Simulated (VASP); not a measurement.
# BaTiO3 in VASP: further runs

BaTiO3 is run at these levels: LDA+U, PBE+D3(BJ); tasks: single point.

All numbers are computed with VASP 6.6.1; they aren't measurements. Logs are shortened: lines on timing, memory, paths and dates and some standing lists are left out, and cuts for length are marked.

**1. The cell of the first run**

The typed cell holds 10 atoms: a = 5.582 Å, b = 5.582 Å, c = 5.582 Å, α = 60.00°, β = 60.00°, γ = 60.00°.

**2. Single point, LDA+U**

Contents of INCAR:

```
SYSTEM = BaTiO3
PREC = Accurate
ENCUT = 600
EDIFF = 1E-6
ISMEAR = -1
SIGMA = 0.05
LREAL = .False.
LASPH = .True.
NELM = 200
ALGO = Normal
ISIF = 2
LWAVE = .False.
LCHARG = .False.
LMAXMIX = 4
LDAU = .True.
LDAUTYPE = 2
LDAUL = -1 2 -1
LDAUU = 0 5 0
LDAUJ = 0 0 0
LDAUPRINT = 1
NBANDS = 51
GGA_COMPAT = .False.
KPAR = 4
```

Contents of KPOINTS:

```
Automatic mesh
0
Gamma
  6 6 6
  0 0 0
```

Contents of POSCAR:

```
BaTiO3
1.0
    2.7909588926     -4.8340454628      0.0000199507
    5.5819161414     -0.0000009490      0.0000066172
    2.7909637685     -1.6113645518      4.5576411147
Ba Ti O
2 2 6
Direct
    1.0021176220      1.0021377558      0.9936002550
    0.5021181644      0.5021325650      0.4936007098
    0.7521022262      0.7521463819      0.7435840031
    0.2521057723      0.2521398399      0.2435858976
    0.0021567026      0.5021260945      0.9936149819
    0.5021354534      0.0021105276      0.4936335092
    0.5021552439      0.5021182558     -0.0063746774
    1.0021313241      0.0021347472      0.4936141224
    0.5021359787      1.0021259104     -0.0063778634
    1.0021415124      0.5021279219      0.4936190519
```

Potentials or basis: VASP PAW LDA potentials, release 64 (Ba_sv, Ti_sv, O).

The run is started by

```
$ cat potpaw_LDA.64/Ba_sv/POTCAR potpaw_LDA.64/Ti_sv/POTCAR potpaw_LDA.64/O/POTCAR > POTCAR
$ mpirun -np 4 vasp_std > vasp.out
```

OUTCAR:

```text
SYSTEM = BaTiO3
   PREC = Accurate
   ENCUT = 600
   EDIFF = 1E-6
   ISMEAR = -1
   LREAL = .False.
   LASPH = .True.
   NELM = 200
   ISIF = 2

 ion  position               nearest neighbor table
   1  0.002  0.002  0.994-   7 2.79   9 2.79   8 2.79   5 2.79  10 2.79   6 2.79   6 2.79   5 2.79
                            10 2.79   9 2.79   8 2.79   7 2.79   4 3.42   3 3.42   3 3.42   4 3.42
   2  0.502  0.502  0.494-   7 2.79  10 2.79   5 2.79   9 2.79   8 2.79   6 2.79   8 2.79   6 2.79
                             5 2.79   9 2.79  10 2.79   7 2.79   4 3.42   3 3.42   3 3.42   4 3.42
   3  0.752  0.752  0.744-   6 1.97   7 1.97  10 1.97   8 1.97   9 1.97   5 1.97   1 3.42   2 3.42
                             2 3.42   1 3.42   1 3.42   2 3.42   2 3.42   1 3.42
   4  0.252  0.252  0.244-   5 1.97   9 1.97   8 1.97  10 1.97   7 1.97   6 1.97   1 3.42   2 3.42
                             2 3.42   1 3.42   1 3.42   2 3.42   1 3.42   2 3.42
   5  0.002  0.502  0.994-   4 1.97   3 1.97   1 2.79   2 2.79   2 2.79   1 2.79
   6  0.502  0.002  0.494-   3 1.97   4 1.97   1 2.79   2 2.79   2 2.79   1 2.79
   7  0.502  0.502  0.994-   3 1.97   4 1.97   2 2.79   1 2.79   1 2.79   2 2.79
   8  0.002  0.002  0.494-   4 1.97   3 1.97   1 2.79   2 2.79   2 2.79   1 2.79
   9  0.502  0.002  0.994-   4 1.97   3 1.97   1 2.79   2 2.79   2 2.79   1 2.79
  10  0.002  0.502  0.494-   3 1.97   4 1.97   2 2.79   1 2.79   1 2.79   2 2.79

  LATTYP: Found a face centered cubic cell.
 ALAT       =     7.8939955572

  Lattice vectors:

 A1 = (   2.7909588926,  -4.8340454628,   0.0000199507)
 A2 = (   5.5819161414,  -0.0000009490,   0.0000066172)
 A3 = (   2.7909637685,  -1.6113645518,   4.5576411147)

Analysis of symmetry for initial positions (statically):
=====================================================================
 Subroutine PRICEL returns:
 Original cell was already a primitive cell.

 Routine SETGRP: Setting up the symmetry group for a
 face centered cubic supercell.

 Subroutine GETGRP returns: Found  1 space group operations
 (whereof  1 operations were pure point group operations)
 out of a pool of 48 trial point group operations.

The static configuration has the point symmetry C_1 .

Analysis of symmetry for dynamics (positions and initial velocities):
=====================================================================
 Subroutine PRICEL returns:
 Original cell was already a primitive cell.

 Routine SETGRP: Setting up the symmetry group for a
 face centered cubic supercell.

 Subroutine GETGRP returns: Found  1 space group operations
 (whereof  1 operations were pure point group operations)
 out of a pool of 48 trial point group operations.

The dynamic configuration has the point symmetry C_1 .

 Subroutine INISYM returns: Found  1 space group operations
 (whereof  1 operations are pure point group operations),
 and found     1 'primitive' translations

----------------------------------------------------------------------------------------

                                     Primitive cell

  volume of cell :     122.9797

  direct lattice vectors                    reciprocal lattice vectors
     2.790958893 -4.834045463  0.000019951     0.000000052 -0.206866345 -0.073138106
     5.581916141 -0.000000949  0.000006617     0.179150055  0.103432825 -0.073137247
     2.790963769 -1.611364552  4.557641115    -0.000000260  0.000000755  0.219412174

  length of vectors
     5.581885620  5.581916141  5.581941150     0.219414829  0.219413191  0.219412174

  position of ions in fractional coordinates (direct lattice)
     0.002117622  0.002137756  0.993600255
[... 149 lines left out ...]

  0.1516  0.0000 -0.0000  0.0666  0.0000
  0.0000  0.1987  0.0000 -0.0000  0.0666
 -0.0000  0.0000  0.1044 -0.0000  0.0000
  0.0666 -0.0000 -0.0000  0.1987 -0.0000
  0.0000  0.0666  0.0000 -0.0000  0.1516

 occupancies and eigenvectors

  o =  0.1044  v = -0.5640 -0.2462  0.5840  0.3988  0.3482  0.0000  0.0000  0.0000  0.0000  0.0000      0.0000  0.0000  0.0000  0.0000  0.0000  0.0000  0.0000  0.0000  0.0000  0.0000
  o =  0.1044  v =  0.0000  0.0000  0.0000  0.0000  0.0000 -0.5640 -0.2462  0.5840  0.3988  0.3482      0.0000  0.0000  0.0000  0.0000  0.0000  0.0000  0.0000  0.0000  0.0000  0.0000
  o =  0.1044  v =  0.5029  0.0439  0.7841 -0.3556 -0.0621  0.0000  0.0000  0.0000  0.0000  0.0000      0.0000  0.0000  0.0000  0.0000  0.0000  0.0000  0.0000  0.0000  0.0000  0.0000
  o =  0.1044  v =  0.0000  0.0000  0.0000  0.0000  0.0000  0.5029  0.0439  0.7841 -0.3556 -0.0621      0.0000  0.0000  0.0000  0.0000  0.0000  0.0000  0.0000  0.0000  0.0000  0.0000
  o =  0.1045  v =  0.0000  0.0000  0.0000  0.0000  0.0000  0.3093 -0.5204 -0.2102 -0.2187  0.7359      0.0000  0.0000  0.0000  0.0000  0.0000  0.0000  0.0000  0.0000  0.0000  0.0000
  o =  0.1045  v =  0.3093 -0.5204 -0.2102 -0.2187  0.7359  0.0000  0.0000  0.0000  0.0000  0.0000      0.0000  0.0000  0.0000  0.0000  0.0000  0.0000  0.0000  0.0000  0.0000  0.0000
  o =  0.2458  v =  0.0000  0.0000  0.0000  0.0000  0.0000  0.2487  0.7369  0.0000  0.3517  0.5211      0.0000  0.0000  0.0000  0.0000  0.0000  0.0000  0.0000  0.0000  0.0000  0.0000
  o =  0.2458  v =  0.2487  0.7369  0.0000  0.3517  0.5211  0.0000  0.0000  0.0000  0.0000  0.0000      0.0000  0.0000  0.0000  0.0000  0.0000  0.0000  0.0000  0.0000  0.0000  0.0000
  o =  0.2458  v = -0.5210  0.3517  0.0000 -0.7369  0.2487  0.0000  0.0000  0.0000  0.0000  0.0000      0.0000  0.0000  0.0000  0.0000  0.0000  0.0000  0.0000  0.0000  0.0000  0.0000
  o =  0.2458  v =  0.0000  0.0000  0.0000  0.0000  0.0000 -0.5210  0.3517  0.0000 -0.7369  0.2487      0.0000  0.0000  0.0000  0.0000  0.0000  0.0000  0.0000  0.0000  0.0000  0.0000

atom =   4  type =  2  l = 2

 onsite density matrix

spin component  1

  0.1516 -0.0000  0.0000  0.0666 -0.0000
 -0.0000  0.1987 -0.0000  0.0000  0.0666
  0.0000 -0.0000  0.1044  0.0000 -0.0000
  0.0666  0.0000  0.0000  0.1987  0.0000
 -0.0000  0.0666 -0.0000  0.0000  0.1516

spin component  2

  0.1516 -0.0000  0.0000  0.0666 -0.0000
 -0.0000  0.1987 -0.0000  0.0000  0.0666
  0.0000 -0.0000  0.1044  0.0000 -0.0000
  0.0666  0.0000  0.0000  0.1987  0.0000
 -0.0000  0.0666 -0.0000  0.0000  0.1516

 occupancies and eigenvectors

  o =  0.1044  v =  0.2529 -0.4975 -0.4019 -0.1789  0.7036  0.0000  0.0000  0.0000  0.0000  0.0000      0.0000  0.0000  0.0000  0.0000  0.0000  0.0000  0.0000  0.0000  0.0000  0.0000
  o =  0.1044  v =  0.0000  0.0000  0.0000  0.0000  0.0000  0.2529 -0.4975 -0.4019 -0.1789  0.7036      0.0000  0.0000  0.0000  0.0000  0.0000  0.0000  0.0000  0.0000  0.0000  0.0000
  o =  0.1044  v =  0.4703 -0.0959  0.8004 -0.3326  0.1357  0.0000  0.0000  0.0000  0.0000  0.0000      0.0000  0.0000  0.0000  0.0000  0.0000  0.0000  0.0000  0.0000  0.0000  0.0000
  o =  0.1044  v =  0.0000  0.0000  0.0000  0.0000  0.0000  0.4703 -0.0959  0.8004 -0.3326  0.1357      0.0000  0.0000  0.0000  0.0000  0.0000  0.0000  0.0000  0.0000  0.0000  0.0000
  o =  0.1045  v =  0.0000  0.0000  0.0000  0.0000  0.0000 -0.6176 -0.2768  0.4449  0.4367  0.3914      0.0000  0.0000  0.0000  0.0000  0.0000  0.0000  0.0000  0.0000  0.0000  0.0000
  o =  0.1045  v = -0.6176 -0.2768  0.4449  0.4367  0.3914  0.0000  0.0000  0.0000  0.0000  0.0000      0.0000  0.0000  0.0000  0.0000  0.0000  0.0000  0.0000  0.0000  0.0000  0.0000
  o =  0.2458  v =  0.0000  0.0000  0.0000  0.0000  0.0000 -0.5213  0.3511 -0.0000 -0.7372  0.2482      0.0000  0.0000  0.0000  0.0000  0.0000  0.0000  0.0000  0.0000  0.0000  0.0000
  o =  0.2458  v = -0.5213  0.3511 -0.0000 -0.7372  0.2482  0.0000  0.0000  0.0000  0.0000  0.0000      0.0000  0.0000  0.0000  0.0000  0.0000  0.0000  0.0000  0.0000  0.0000  0.0000
  o =  0.2458  v =  0.0000  0.0000  0.0000  0.0000  0.0000  0.2482  0.7372 -0.0000  0.3511  0.5213      0.0000  0.0000  0.0000  0.0000  0.0000  0.0000  0.0000  0.0000  0.0000  0.0000
  o =  0.2458  v =  0.2482  0.7372 -0.0000  0.3511  0.5213  0.0000  0.0000  0.0000  0.0000  0.0000      0.0000  0.0000  0.0000  0.0000  0.0000  0.0000  0.0000  0.0000  0.0000  0.0000

 number of electron      79.9999999 magnetization

 Free energy of the ion-electron system (eV)
  ---------------------------------------------------
  ext. energy  EPLUGINS =         0.00000000
  ---------------------------------------------------
  free energy    TOTEN  =       -81.47398013 eV

  energy without entropy =      -81.47398013  energy(sigma->0) =      -81.47398013

 E-fermi :   5.2425     XC(G=0): -11.9590

 val. band max:        4.0313935438   @ k =   0.0000   0.0000   0.0000
 cond. band min:       6.3664452615   @ k =   0.0000   0.0000   0.0000
 fundamental gap:      2.3350517177
 Fermi energy:         5.2424840533

 k-point     1 :       0.0000    0.0000    0.0000
  band No.  band energies     occupation
      1     -52.9990      2.00000
      2     -52.9953      2.00000
      3     -29.6295      2.00000
      4     -29.6295      2.00000
      5     -29.6295      2.00000
      6     -29.5810      2.00000
[... 1285 lines left out ...]
     50      10.4088      0.00000
     51      10.5931      0.00000

 [... further k-points ...]

------------------------ aborting loop because EDIFF is reached ----------------------------------------

  FORCE on cell =-STRESS in cart. coord.  units (eV):
  Direction    XX          YY          ZZ          XY          YZ          ZX
  --------------------------------------------------------------------------------------
  -------------------------------------------------------------------------------------
  Total        3.8907704      3.8923176      3.8903732      0.0000489      0.0007058     -0.0001925
  in kB       50.6889046     50.7090624     50.6837306      0.0006368      0.0091946     -0.0025084
  external PRESSURE =      50.6938992 kB  Pullay stress =       0.0000000 kB

 VOLUME and BASIS-vectors are now :
 -----------------------------------------------------------------------------
  energy-cutoff  :      600.00
  volume of cell :      122.98
      direct lattice vectors                 reciprocal lattice vectors
     2.790958893 -4.834045463  0.000019951     0.000000052 -0.206866345 -0.073138106
     5.581916141 -0.000000949  0.000006617     0.179150055  0.103432825 -0.073137247
     2.790963769 -1.611364552  4.557641115    -0.000000260  0.000000755  0.219412174

 POSITION                                       TOTAL-FORCE (eV/Angst)
 -----------------------------------------------------------------------------------
      2.79095     -1.61129      4.52847        -0.000065     -0.000176      0.000008
      5.58187     -3.22263      2.24967         0.000220     -0.000161     -0.000022
      8.37282     -4.83388      3.38901         0.000301     -0.001892      0.001244
      2.79088     -1.61120      1.11018         0.001024     -0.001207      0.000964
      5.58199     -1.61150      4.52854        -0.000062      0.001395     -0.000778
      2.79093     -3.22277      2.24981         0.000057      0.001208     -0.001010
      6.97745     -4.02853      4.52860        -0.000608      0.000618      0.000202
      1.39552     -0.80570      2.24972        -0.000233      0.000199      0.000033
      4.18647     -4.02844      4.52858        -0.000260     -0.000047     -0.000292
      4.18649     -0.80575      2.24974        -0.000373      0.000063     -0.000351
 -----------------------------------------------------------------------------------
    total drift:                               -0.000001      0.000016      0.000611

  FREE ENERGIE OF THE ION-ELECTRON SYSTEM (eV)
  ---------------------------------------------------
  free  energy   TOTEN  =       -81.4739801296 eV

  energy  without entropy=      -81.4739801296  energy(sigma->0) =      -81.47398013
```

Run time: 2.9 min. Hardware: 4 MPI ranks of Intel Xeon 6975P-C (Granite Rapids), shared host; peak memory 0.75 GiB.

What came out:

```
Free energy            : -81.4740 eV
Pressure               : 5.1 GPa
Band gap on the k mesh : 2.33 eV
```

Forces on the atoms (eV/Å):
```
Ba   0.000  0.000  0.000
Ba   0.000  0.000  0.000
Ti   0.000 -0.002  0.001
Ti   0.001 -0.001  0.001
O    0.000  0.001 -0.001
O    0.000  0.001 -0.001
O   -0.001  0.001  0.000
O    0.000  0.000  0.000
O    0.000  0.000  0.000
O    0.000  0.000  0.000
```

Levels at points of the mesh, in eV from the valence-band top:
```tsv
k point	band 37	band 38	band 39	band 40	band 41	band 42	band 43	band 44
(0.00, 0.00, 0.00)	-0.15	0.00	0.00	0.00	2.33	2.34	2.34	4.27
(0.50, 0.00, 0.00)	-0.74	-0.74	-0.64	-0.64	3.84	3.84	3.84	3.84
(0.00, 0.50, 0.00)	-0.74	-0.74	-0.64	-0.64	3.84	3.84	3.84	3.84
(0.00, 0.00, 0.50)	-0.74	-0.74	-0.64	-0.64	3.84	3.84	3.84	3.84
(0.50, 0.50, 0.50)	-0.74	-0.74	-0.64	-0.64	3.84	3.84	3.84	3.84
(0.50, 0.50, 0.00)	-0.86	-0.81	-0.81	-0.10	2.56	4.23	4.23	4.25
(0.00, 0.50, 0.50)	-0.86	-0.81	-0.81	-0.10	2.56	4.23	4.23	4.25
(0.50, 0.00, 0.50)	-0.86	-0.81	-0.81	-0.10	2.56	4.23	4.23	4.25
```

Eigenvalues of the final occupation matrices:
| site | spin | trace | eigenvalues |
| --- | --- | --- | --- |
| site 3 d | 1 | 0.80 | 0.10 0.10 0.10 0.25 0.25 |
| site 3 d | 2 | 0.80 | 0.10 0.10 0.10 0.25 0.25 |
| site 4 d | 1 | 0.80 | 0.10 0.10 0.10 0.25 0.25 |
| site 4 d | 2 | 0.80 | 0.10 0.10 0.10 0.25 0.25 |

Caveat: the cell stands under pressure; spin-orbit coupling is left out, which moves the levels of the heavy elements. A k mesh can miss the band edges.

**3. Single point, PBE+D3(BJ)**

This run uses another cell than the first one, of 12.98 Å³/atom.

Contents of INCAR:

```
SYSTEM = BaTiO3
ALGO = Normal ; EDIFF = 1E-6
ENCUT = 520 ; GGA = PE
ISIF = 2 ; ISMEAR = -1
IVDW = 12 ; LASPH = .True.
LCHARG = .False. ; LREAL = .False.
LWAVE = .False. ; NBANDS = 51
NELM = 100 ; PREC = Accurate
SIGMA = 0.05
```

Contents of KPOINTS:

```
k-points
0
Gamma
  6 6 6
  0 0 0
```

Contents of POSCAR:

```
BaTiO3
1.0
    2.8365493827     -4.9131890271      0.0000916709
    5.6919442412      0.0108804405     -0.0073938555
    2.8367707470     -1.6376886308      4.6323468230
Ba Ti O
2 2 6
Direct
    1.0056575978      0.9915821696      0.9971152970
    0.5056565574      0.4915839720      0.4971147374
    0.7619502279      0.7227457886      0.7533794056
    0.2619518915      0.2227441937      0.2533801690
   -0.0048497628      0.5154403236      0.9866482864
    0.4951520686      0.0154395847      0.4866465572
    0.5027471374      0.5154353347     -0.0133533641
    1.0027407733      0.0154413472      0.4866533503
    0.4951451997      1.0154408749     -0.0057406585
    0.9951483091      0.5154464109      0.4942562096
```

Potentials or basis: VASP PAW PBE potentials, release 64 (Ba_sv, Ti_sv, O).

The run is started by

```
$ cat potpaw_PBE.64/Ba_sv/POTCAR potpaw_PBE.64/Ti_sv/POTCAR potpaw_PBE.64/O/POTCAR > POTCAR
$ mpirun -np 1 vasp_std > vasp.out
```

OUTCAR:

```text
SYSTEM = BaTiO3
   EDIFF = 1E-6
   ENCUT = 520
   GGA = PE
   ISIF = 2
   ISMEAR = -1
   IVDW = 12
   LASPH = .True.
   LREAL = .False.
   NELM = 100
   PREC = Accurate
 IVDW          = 12

 ion  position               nearest neighbor table
   1  0.006  0.992  0.997-   7 2.77  10 2.77   5 2.77   9 2.84   6 2.84   8 2.84   9 2.84   8 2.84
                             6 2.84  10 2.92   5 2.92   7 2.92   3 3.40   4 3.45   4 3.45   4 3.45
   2  0.506  0.492  0.497-   8 2.77   6 2.77   9 2.77   5 2.84  10 2.84  10 2.84   7 2.84   7 2.84
[... 1548 lines left out ...]
  Total       1.38139     1.40394     1.40823    -0.01962     0.00777     0.01265
  in kB      17.05674    17.33521    17.38809    -0.24229     0.09590     0.15625
  external pressure =       17.26 kB  Pullay stress =        0.00 kB

 VOLUME and BASIS-vectors are now :
 -----------------------------------------------------------------------------
  energy-cutoff  :      520.00
  volume of cell :      129.76
      direct lattice vectors                 reciprocal lattice vectors
     2.836549383 -4.913189027  0.000091671     0.000295114 -0.203364759 -0.072076927
     5.691944241  0.010880440 -0.007393856     0.175400299  0.101263160 -0.071612279
     2.836770747 -1.637688631  4.632346823     0.000279957  0.000165654  0.215760424

 POSITION                                       TOTAL-FORCE (eV/Angst)
 -----------------------------------------------------------------------------------
      8.48867     -1.64997      4.61165         0.031970      0.018492     -0.013110
      5.64259     -3.29316      2.29922         0.031970      0.018492     -0.013110
      8.41230     -4.96954      3.48464         0.058371      0.033816     -0.023527
      2.72967     -1.69955      1.17212         0.058371      0.033816     -0.023527
      8.55555     -6.49958      4.56678        -0.014712     -0.035274      0.024699
      2.87291     -3.22958      2.25425        -0.014712     -0.035274      0.024699
      7.15879     -4.08030      4.56672        -0.037844      0.004835      0.024842
      1.47619     -0.81028      2.25423        -0.037844      0.004835      0.024842
      4.31288     -4.06086      4.60569        -0.037786     -0.021868     -0.012905
      7.15877     -5.69318      2.28585        -0.037786     -0.021868     -0.012905
 -----------------------------------------------------------------------------------
    total drift:                               -0.000613     -0.000374      0.000799

  FREE ENERGIE OF THE ION-ELECTRON SYSTEM (eV)
  ---------------------------------------------------
  free  energy   TOTEN  =       -82.6524122520 eV

  energy  without entropy=      -82.6524122520  energy(sigma->0) =      -82.65241225
```

Run time: 9 min. Hardware: 1 thread of Intel Xeon 6975P-C (Granite Rapids), shared host; peak memory 0.69 GiB.

What came out:

| Quantity | Value |
| --- | --- |
| Free energy | -82.6524 eV |
| Pressure | 1.7 GPa |
| Largest force | 0.071 eV/Å |
| Band gap on the k mesh | 2.39 eV |
| Dispersion energy per atom | -0.262 eV |

Forces in eV/Å, atoms in the order of the input:
```
Ba   0.032  0.018 -0.013
Ba   0.032  0.018 -0.013
Ti   0.058  0.034 -0.024
Ti   0.058  0.034 -0.024
O   -0.015 -0.035  0.025
O   -0.015 -0.035  0.025
O   -0.038  0.005  0.025
O   -0.038  0.005  0.025
O   -0.038 -0.022 -0.013
O   -0.038 -0.022 -0.013
```

Caveat: spin-orbit coupling is left out, which moves the levels of the heavy elements. A k mesh can miss the band edges.
